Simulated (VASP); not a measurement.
Set up this calculation in VASP 6.6.1, as the native input.

| Item | Value |
| --- | --- |
| Task | single point |
| Functional | PBEsol |
| Potentials or basis | VASP PAW PBE potentials, release 64 (W_sv, I, F) |
| Cutoff | 520 eV |
| k mesh | 5 × 5 × 5 |
| Occupations | fermi-dirac, width 0.1 eV |
| Spin | non-collinear spin, typed start, spin-orbit coupling |
| Starting moments | [[-0.376, 0.893, -0.245], [0.0, 0.0, 0.0], [0.0, 0.0, 0.0], [0.0, 0.0, 0.0], [0.0, 0.0, 0.0]] μB |
| Dipole correction | no |
| Further INCAR settings | ALGO = Normal; EDIFF = 1e-07; NBANDS = 57 |

The structure of WI2F2 lies in POSCAR:

```
WI2F2
1.0
   -0.0000000937      4.0381956136      0.0000003769
    4.0373504448     -0.0000000899      0.0000003437
    2.0186744133      2.0190964564     -8.1960079409
W I F
1 2 2
Direct
    0.0000000000      0.0000000000      0.0000000000
    0.1616993406      0.1616991733      0.6766013887
    0.8383006594      0.8383008267      0.3233986113
    0.5000000000      0.0000000000      0.0000000000
    0.0000000000      0.5000000000      0.0000000000
```

These files were run (other wordings do the same):

INCAR

```
SYSTEM = WI2F2
PREC = Accurate ; ENCUT = 520
EDIFF = 1E-7 ; ISMEAR = -1
SIGMA = 0.1 ; LREAL = .False.
LASPH = .True. ; NELM = 150
ALGO = Normal ; ISIF = 2
LWAVE = .False. ; LCHARG = .False.
MAGMOM = -0.376 0.893 -0.245 0 0 0 0 0 0 0 0 0 0 0 0 ; LORBIT = 11
LSORBIT = .True. ; GGA_COMPAT = .False.
LORBMOM = .True. ; LMAXMIX = 4
GGA = PS ; NBANDS = 57
KPAR = 4
```

KPOINTS

```
regular mesh
0
Gamma
  5 5 5
  0 0 0
```

Potentials or basis: VASP PAW PBE potentials, release 64 (W_sv, I, F).

Command:

```sh
$ cat potpaw_PBE.64/W_sv/POTCAR potpaw_PBE.64/I/POTCAR potpaw_PBE.64/F/POTCAR > POTCAR
$ mpirun -np 4 vasp_ncl > vasp.out
```

Results of the run:

| Item | Value |
| --- | --- |
| Pressure | 0.2 GPa |
| Largest force | 0.047 eV/Å |
| Net moment | 1.43 μB per cell |
| Valence electrons inside the program's atomic spheres | W 11.77; I 4.29; F 6.09 |

Caveat: the PAW data sets were made with another functional, which shifts forces and pressure a little.

Run time: 14 min on 4 MPI ranks on Intel(R) Xeon(R) Platinum 8259CL CPU @ 2.50GHz (Skylake/Cascade Lake), with other jobs on the host, peak memory 1 GiB a rank.
